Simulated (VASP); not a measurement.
# Pb (Fm-3m) in VASP: a series of runs

The runs below take Pb through single point, with PBE.

All numbers are computed with VASP 6.6.1; they aren't measurements. Logs are shortened: lines on timing, memory, paths and dates and some standing lists are left out, and cuts for length are marked.

## 1. The cell of the first run

The structure is cubic, space group Fm-3m (No. 225). Conventional cell: a = 4.849 Å, b = 4.849 Å, c = 4.849 Å, α = 90.00°, β = 90.00°, γ = 90.00°. Pb (site symmetry m-3m) has 12 Pb at 3.43 Å within 4.5 Å.

## 2. Single point, PBE, non-collinear spin, zero start, spin-orbit coupling

Input file INCAR:

```
  PREC = Accurate
  ENCUT = 520
  EDIFF = 1E-6
  ISMEAR = -1
  SIGMA = 0.05
  LREAL = F
  LASPH = T
  NELM = 150
  ALGO = Fast
  ISIF = 2
  LWAVE = F
  LCHARG = F
  MAGMOM = 0 0 0
  LORBIT = 11
  LSORBIT = T
  GGA_COMPAT = F
  LORBMOM = T
  GGA = PE
  NBANDS = 25
```

Input file KPOINTS:

```
regular mesh
0
Gamma
  9 9 9
```

Input file POSCAR:

```
Pb
1.0
    0.0000000000      2.4244952108      2.4244952108
    2.4244952108      0.0000000000      2.4244952108
    2.4244952108      2.4244952108      0.0000000000
Pb
1
Direct
    0.0000000000      0.0000000000      0.0000000000
```

Potentials or basis: VASP PAW PBE potentials, release 64 (Pb_d).

Started as:

```console
cat potpaw_PBE.64/Pb_d/POTCAR > POTCAR
mpirun -np 1 vasp_ncl > vasp.out
```

OUTCAR:

```text
PREC = Accurate
   ENCUT = 520
   EDIFF = 1E-6
   ISMEAR = -1
   LREAL = F
   LASPH = T
   NELM = 150
   ISIF = 2
   LORBIT = 11
   LSORBIT = T
   GGA = PE

 ion  position               nearest neighbor table
   1  0.000  0.000  0.000-

  LATTYP: Found a face centered cubic cell.
 ALAT       =     4.8489904216

  Lattice vectors:

 A1 = (   0.0000000000,   2.4244952108,   2.4244952108)
 A2 = (   2.4244952108,   0.0000000000,   2.4244952108)
 A3 = (   2.4244952108,   2.4244952108,   0.0000000000)

Analysis of symmetry for initial positions (statically):
[... 5 lines left out ...]
 face centered cubic supercell.

 Subroutine GETGRP returns: Found 48 space group operations
 (whereof 48 operations were pure point group operations)
 out of a pool of 48 trial point group operations.

The static configuration has the point symmetry O_h .

Analysis of symmetry for dynamics (positions and initial velocities):
[... 5 lines left out ...]
 face centered cubic supercell.

 Subroutine GETGRP returns: Found 48 space group operations
 (whereof 48 operations were pure point group operations)
 out of a pool of 48 trial point group operations.

The dynamic configuration has the point symmetry O_h .

Analysis of structural, dynamic, and magnetic symmetry:
=====================================================================
 Subroutine PRICEL returns:
 Original cell was already a primitive cell.

 Routine SETGRP: Setting up the symmetry group for a
 face centered cubic supercell.

 Subroutine GETGRP returns: Found 48 space group operations
 (whereof 48 operations were pure point group operations)
 out of a pool of 48 trial point group operations.

The overall configuration has the point symmetry O_h .

 Subroutine INISYM returns: Found 48 space group operations
 (whereof 48 operations are pure point group operations),
 and found     1 'primitive' translations

----------------------------------------------------------------------------------------

                                     Primitive cell

  volume of cell :      28.5032

  direct lattice vectors                    reciprocal lattice vectors
     0.000000000  2.424495211  2.424495211    -0.206228496  0.206228496  0.206228496
     2.424495211  0.000000000  2.424495211     0.206228496 -0.206228496  0.206228496
     2.424495211  2.424495211  0.000000000     0.206228496  0.206228496 -0.206228496

  length of vectors
     3.428754009  3.428754009  3.428754009     0.357198232  0.357198232  0.357198232

  position of ions in fractional coordinates (direct lattice)
     0.000000000  0.000000000  0.000000000

  ion indices of the primitive-cell ions
   primitive index   ion index
                 1           1

----------------------------------------------------------------------------------------

 KPOINTS: regular mesh

Automatic generation of k-mesh.
 Grid dimensions read from file:
 generate k-points for:    9    9    9

 Generating k-lattice:

  Cartesian coordinates                     Fractional coordinates (reciprocal lattice)
    -0.022914277  0.022914277  0.022914277     0.111111111  0.000000000  0.000000000
     0.022914277 -0.022914277  0.022914277     0.000000000  0.111111111  0.000000000
     0.022914277  0.022914277 -0.022914277     0.000000000  0.000000000  0.111111111

  Length of vectors
     0.039688692  0.039688692  0.039688692

  Shift w.r.t. Gamma in fractional coordinates (k-lattice)
     0.000000000  0.000000000  0.000000000

 Subroutine IBZKPT returns following result:
 ===========================================

 Found     35 irreducible k-points:

 Following reciprocal coordinates:
            Coordinates               Weight
  0.000000  0.000000  0.000000      1.000000
  0.111111  0.000000  0.000000      8.000000
  0.222222  0.000000  0.000000      8.000000
  0.333333  0.000000  0.000000      8.000000
  0.444444  0.000000  0.000000      8.000000
  0.111111  0.111111  0.000000      6.000000
[... 16 lines left out ...]
 -0.333333  0.333333  0.000000     12.000000
  0.444444  0.444444  0.000000      6.000000
 [... further k-points ...]
   k-points           NKPTS =     35   k-points in BZ     NKDIM =     35   number of bands    NBANDS=     25
   number of dos      NEDOS =    301   number of ions     NIONS =      1
   total plane-waves  NPLWV =  21952
   dimension x,y,z NGX =    28 NGY =   28 NGZ =   28
   dimension x,y,z NGXF=    56 NGYF=   56 NGZF=   56
   ions per type =               1
   NGX,Y,Z   is equivalent  to a cutoff of  13.58, 13.58, 13.58 a.u.
   NGXF,Y,Z  is equivalent  to a cutoff of  27.15, 27.15, 27.15 a.u.
 SYSTEM =  unknown system
   PREC   = accura    normal or accurate (medium, high low for compatibility)
   ISTART =      0    job   : 0-new  1-cont  2-samecut
   ICHARG =      2    charge: 1-file 2-atom 10-const
   ISPIN  =      1    spin polarized calculation?
   LNONCOLLINEAR =      T non collinear calculations
   LSORBIT =      T    spin-orbit coupling
   LASPH  =      T    aspherical Exc in radial PAW
   ENCUT  =  520.0 eV  38.22 Ry    6.18 a.u.   6.38  6.38  6.38*2*pi/ulx,y,z
   NELM   =    150;   NELMIN=  2; NELMDL= -5     # of ELM steps
   EDIFF  = 0.1E-05   stopping-criterion for ELM
   LREAL  =      F    real-space projection
   EDIFFG = 0.1E-04   stopping-criterion for IOM
   NSW    =      0    number of steps for IOM
   IBRION =     -1    ionic relax: 0-MD 1-quasi-New 2-CG
   NFREE  =      0    steps in history (QN), initial steepest desc. (CG)
   ISIF   =      2    stress and relaxation
   ISYM   =      2    0-nonsym 1-usesym 2-fastsym
   POTIM  = 0.5000    time-step for ionic-motion
   TEBEG  =    0.0;   TEEND  =   0.0 temperature during run
   PSTRESS=    0.0 pullay stress
   NELECT =      14.0000    total number of electrons
   NUPDOWN=      -1.0000    fix difference up-down
   EMIN   =  10.00;   EMAX   =-10.00  energy-range for DOS
   EFERMI =   0.00;   METHOD = LEGACY
   ISMEAR =    -1;   SIGMA  =   0.05  broadening in eV -4-tet -1-fermi 0-gaus
   EFERMI_NEDOS =   21; number of points for ismear=-14 and -15
   IALGO  =     68    algorithm
   IMIX   =      4    mixing-type and parameters
     AMIX     =   0.40;   BMIX     =  1.00
     AMIX_MAG =   1.60;   BMIX_MAG =  1.00
  volume/ion in A,a.u.               =      28.50       192.35
  Fermi-wavevector in a.u.,A,eV,Ry     =   1.291674  2.440910 22.700248  1.668421
  Thomas-Fermi vector in A             =   2.423429
   LORBIT       =     11    0 simple, 1 ext, 2 COOP (PROOUT), +10 PAW based schemes
   GGA     = PE    functional components
   LHFCALC =     F    Hartree Fock is set to
   AEXX    =    0.0000 exact exchange contribution
   IVDW    =     0    specifies the selected vdW correction
   LEPSILON=     F    determine dielectric tensor
   LRPA    =     F    only Hartree local field effects (RPA)
 RMM-DIIS sequential band-by-band and
  energy-cutoff  :      520.00
  volume of cell :       28.50
 maximum number of plane-waves:      1558
 NGX is ok and might be reduce to    28
   NGX = 13   NGY = 13   NGZ = 13

 number of electron      14.0000001 magnetization      -0.0000000     -0.0000000     -0.0000000

 number of electron      14.0000001 magnetization       0.0000000      0.0000000      0.0000000

 number of electron      14.0000001 magnetization      -0.0000000      0.0000000      0.0000000

 number of electron      14.0000001 magnetization       0.0000000     -0.0000000     -0.0000000

 Free energy of the ion-electron system (eV)
  ---------------------------------------------------
  ext. energy  EPLUGINS =         0.00000000
  ---------------------------------------------------
  free energy    TOTEN  =        -4.06087727 eV

  energy without entropy =       -4.05781234  energy(sigma->0) =       -4.05934480

 E-fermi :   7.8196     XC(G=0): -10.4676

 val. band max:        7.5763116864   @ k =  -0.3333   0.3333   0.1111
 cond. band min:       7.8263641656   @ k =   0.3333   0.3333   0.0000
 fundamental gap:      0.2500524792
 Fermi energy:         7.8196140950

 k-point     1 :       0.0000    0.0000    0.0000
  band No.  band energies     occupation
      1     -10.5283      1.00000
      2     -10.5283      1.00000
      3     -10.5283      1.00000
      4     -10.5283      1.00000
      5      -8.0656      1.00000
      6      -8.0656      1.00000
[... 661 lines left out ...]
     24      26.6484      0.00000
     25      28.0030      0.00000

 [... further k-points ...]
[... 5 lines left out ...]
  --------------------------------------------------------------------------------------
  -------------------------------------------------------------------------------------
  Total        1.0410030      1.0410030      1.0410030      0.0000000      0.0000000     -0.0000000
  in kB       58.5151828     58.5151828     58.5151828      0.0000000      0.0000000     -0.0000000
  external PRESSURE =      58.5151828 kB  Pullay stress =       0.0000000 kB

 VOLUME and BASIS-vectors are now :
 -----------------------------------------------------------------------------
  energy-cutoff  :      520.00
  volume of cell :       28.50
      direct lattice vectors                 reciprocal lattice vectors
     0.000000000  2.424495211  2.424495211    -0.206228496  0.206228496  0.206228496
     2.424495211  0.000000000  2.424495211     0.206228496 -0.206228496  0.206228496
     2.424495211  2.424495211  0.000000000     0.206228496  0.206228496 -0.206228496

 POSITION                                       TOTAL-FORCE (eV/Angst)
 -----------------------------------------------------------------------------------
      0.00000      0.00000      0.00000         0.000000      0.000000      0.000000
 -----------------------------------------------------------------------------------
    total drift:                               -0.000000     -0.000000     -0.000000

  FREE ENERGIE OF THE ION-ELECTRON SYSTEM (eV)
  ---------------------------------------------------
  free  energy   TOTEN  =        -4.0608772724 eV

  energy  without entropy=       -4.0578123354  energy(sigma->0) =       -4.05934480

 orbital moment (x)

 # of ion     p       d       tot
 ----------------------------------------
  1        -0.000  -0.000  -0.000
 ----------------------------------------
           -0.000  -0.000  -0.000

 orbital moment (y)

 # of ion     p       d       tot
 ----------------------------------------
  1        -0.000  -0.000  -0.000
 ----------------------------------------
           -0.000  -0.000  -0.000

 orbital moment (z)

 # of ion     p       d       tot
 ----------------------------------------
  1        -0.000   0.000  -0.000
 ----------------------------------------
           -0.000   0.000  -0.000

 Spin-Orbit-Coupling matrix elements

 Ion:    1  E_soc:     -1.1262626
 l=   1
     0.0000000    -0.1200744    -0.1200744
    -0.1200744     0.0000000    -0.1200744
    -0.1200744    -0.1200744     0.0000000
 l=   2
     0.0000000    -0.0136301     0.0000000    -0.0136301    -0.0540059
    -0.0136301     0.0000000    -0.0405044    -0.0136301    -0.0135015
     0.0000000    -0.0405044     0.0000000    -0.0405044     0.0000000
    -0.0136301    -0.0136301    -0.0405044     0.0000000    -0.0135015
    -0.0540059    -0.0135015     0.0000000    -0.0135015     0.0000000
 l=   3
     0.0000000     0.0000000     0.0000000     0.0000000     0.0000000     0.0000000     0.0000000
     0.0000000     0.0000000     0.0000000     0.0000000     0.0000000     0.0000000     0.0000000
     0.0000000     0.0000000     0.0000000     0.0000000     0.0000000     0.0000000     0.0000000
     0.0000000     0.0000000     0.0000000     0.0000000     0.0000000     0.0000000     0.0000000
     0.0000000     0.0000000     0.0000000     0.0000000     0.0000000     0.0000000     0.0000000
     0.0000000     0.0000000     0.0000000     0.0000000     0.0000000     0.0000000     0.0000000
     0.0000000     0.0000000     0.0000000     0.0000000     0.0000000     0.0000000     0.0000000

 total charge

# of ion       s       p       d       tot
------------------------------------------
    1        1.397   0.790   9.815  12.002

 magnetization (x)

# of ion       s       p       d       tot
------------------------------------------
    1        0.000   0.000  -0.000  -0.000

 magnetization (y)

# of ion       s       p       d       tot
------------------------------------------
    1        0.000   0.000   0.000   0.000

 magnetization (z)

# of ion       s       p       d       tot
------------------------------------------
    1        0.000  -0.000  -0.000   0.000
```

Wall time 67 s (1 thread of Intel Xeon Platinum 8559C (Emerald Rapids), shared host); peak memory 0.26 GiB.

What came out:

```
Free energy                                           : -4.0609 eV
Pressure                                              : 5.9 GPa
Net moment                                            : 0.00 μB per cell
Valence electrons inside the program's atomic spheres : Pb 12.00
```

Moments on the atoms (μB; x, y, z):
```
Pb  0.00 0.00 0.00
```

## 3. Single point, PBE, non-collinear spin, zero start, spin-orbit coupling

This run uses another cell than the first one, of 29.11 Å³/atom, 1.021 times its volume.

Input file INCAR:

```
PREC = Accurate ; ENCUT = 520
EDIFF = 1E-6 ; ISMEAR = -1
SIGMA = 0.05 ; LREAL = F
LASPH = T ; NELM = 150
ALGO = Fast ; ISIF = 2
LWAVE = F ; LCHARG = T
LNONCOLLINEAR = T ; MAGMOM = 0 0 0
LORBIT = 11 ; LSORBIT = T
GGA_COMPAT = F ; LORBMOM = T
GGA = PE ; LVHAR = T
NBANDS = 25
```

KPOINTS is that of step 2.

Input file POSCAR:

```
Pb
1.0
    0.0000000000      2.4415696833      2.4415696833
    2.4415696833      0.0000000000      2.4415696833
    2.4415696833      2.4415696833      0.0000000000
Pb
1
Direct
    0.0000000000      0.0000000000      0.0000000000
```

Potentials or basis: VASP PAW PBE potentials, release 64 (Pb_d).

Started as:

```console
cat potpaw_PBE.64/Pb_d/POTCAR > POTCAR
mpirun -np 1 vasp_ncl > vasp.out
```

OUTCAR:

```text
PREC = Accurate
   ENCUT = 520
   EDIFF = 1E-6
   ISMEAR = -1
   LREAL = F
   LASPH = T
   NELM = 150
   ISIF = 2
   LNONCOLLINEAR = T
   LORBIT = 11
   LSORBIT = T
   GGA = PE

 ion  position               nearest neighbor table
   1  0.000  0.000  0.000-

  LATTYP: Found a face centered cubic cell.
 ALAT       =     4.8831393666

  Lattice vectors:

 A1 = (   0.0000000000,   2.4415696833,   2.4415696833)
 A2 = (   2.4415696833,   0.0000000000,   2.4415696833)
 A3 = (   2.4415696833,   2.4415696833,   0.0000000000)

Analysis of symmetry for initial positions (statically):
[... 5 lines left out ...]
 face centered cubic supercell.

 Subroutine GETGRP returns: Found 48 space group operations
 (whereof 48 operations were pure point group operations)
 out of a pool of 48 trial point group operations.

The static configuration has the point symmetry O_h .

Analysis of symmetry for dynamics (positions and initial velocities):
[... 5 lines left out ...]
 face centered cubic supercell.

 Subroutine GETGRP returns: Found 48 space group operations
 (whereof 48 operations were pure point group operations)
 out of a pool of 48 trial point group operations.

The dynamic configuration has the point symmetry O_h .

Analysis of structural, dynamic, and magnetic symmetry:
=====================================================================
 Subroutine PRICEL returns:
 Original cell was already a primitive cell.

[... 867 lines left out ...]
  free  energy   TOTEN  =        -4.0807627007 eV

  energy  without entropy=       -4.0778382068  energy(sigma->0) =       -4.07930045

 orbital moment (x)

 # of ion     p       d       tot
 ----------------------------------------
  1         0.000   0.000   0.000
 ----------------------------------------
            0.000   0.000   0.000

 orbital moment (y)

 # of ion     p       d       tot
 ----------------------------------------
  1         0.000  -0.000  -0.000
 ----------------------------------------
            0.000  -0.000  -0.000

 orbital moment (z)

 # of ion     p       d       tot
 ----------------------------------------
  1         0.000   0.000   0.000
 ----------------------------------------
            0.000   0.000   0.000

 Spin-Orbit-Coupling matrix elements

 Ion:    1  E_soc:     -1.1277637
 l=   1
     0.0000000    -0.1203637    -0.1203637
    -0.1203637     0.0000000    -0.1203637
    -0.1203637    -0.1203637     0.0000000
 l=   2
     0.0000000    -0.0136177     0.0000000    -0.0136177    -0.0539792
    -0.0136177     0.0000000    -0.0404844    -0.0136177    -0.0134948
     0.0000000    -0.0404844     0.0000000    -0.0404844     0.0000000
    -0.0136177    -0.0136177    -0.0404844     0.0000000    -0.0134948
    -0.0539792    -0.0134948     0.0000000    -0.0134948     0.0000000
 l=   3
     0.0000000     0.0000000     0.0000000     0.0000000     0.0000000     0.0000000     0.0000000
     0.0000000     0.0000000     0.0000000     0.0000000     0.0000000     0.0000000     0.0000000
     0.0000000     0.0000000     0.0000000     0.0000000     0.0000000     0.0000000     0.0000000
     0.0000000     0.0000000     0.0000000     0.0000000     0.0000000     0.0000000     0.0000000
     0.0000000     0.0000000     0.0000000     0.0000000     0.0000000     0.0000000     0.0000000
     0.0000000     0.0000000     0.0000000     0.0000000     0.0000000     0.0000000     0.0000000
     0.0000000     0.0000000     0.0000000     0.0000000     0.0000000     0.0000000     0.0000000

 total charge

# of ion       s       p       d       tot
------------------------------------------
    1        1.398   0.780   9.813  11.990

 magnetization (x)

# of ion       s       p       d       tot
------------------------------------------
    1       -0.000  -0.000  -0.000  -0.000

 magnetization (y)

# of ion       s       p       d       tot
------------------------------------------
    1       -0.000   0.000  -0.000  -0.000

 magnetization (z)

# of ion       s       p       d       tot
------------------------------------------
    1        0.000   0.000  -0.000   0.000
```

It took 76 s on 1 thread of Intel Xeon Platinum 8559C (Emerald Rapids), shared host; peak memory 0.26 GiB.

What came out:

```yaml
Free_energy: -4.0808 eV
Pressure: 4.5 GPa
Net_moment: 0.00 μB per cell
Valence_electrons_inside_the_program's_atomic_spheres: Pb 11.99
```

Moments on the atoms (μB; x, y, z):
```
Pb  0.00 0.00 0.00
```
